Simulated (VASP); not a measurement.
A run of VASP 6.6.1:

Contents of INCAR:

```
SYSTEM = Sb
ALGO = Normal
EDIFF = 1E-6
ENCUT = 520
GGA = CA
ISIF = 2
ISMEAR = -1
LASPH = .True.
LCHARG = .True.
LELF = .True.
LREAL = .False.
LVHAR = .True.
LWAVE = .False.
NBANDS = 12
NELM = 100
PREC = Accurate
SIGMA = 0.05
```

KPOINTS

```
k-points
0
Gamma
  8 8 8
  0 0 0
```

POSCAR

```
Sb
1.0
    2.1825479877      1.2600946682      3.8074530396
   -2.1825479877      1.2600946682      3.8074530396
    0.0000000000     -2.5201893365      3.8074530396
Sb
2
Direct
    0.7665100000      0.7665100000      0.7665100000
    0.2334900000      0.2334900000      0.2334900000
```

Potentials or basis: VASP PAW LDA potentials, release 64 (Sb).

Launch:

```sh
$ cat potpaw_LDA.64/Sb/POTCAR > POTCAR
$ mpirun -np 1 vasp_std > vasp.out
```

Hardware: 1 thread of Intel Xeon 8259CL (shared host).

Task: Estimate the wall time of this run.

Result: Wall time 42 s on 1 thread of Intel Xeon 8259CL (shared host), peak memory 0.19 GiB. Counts: scf iterations 10, k points 65.
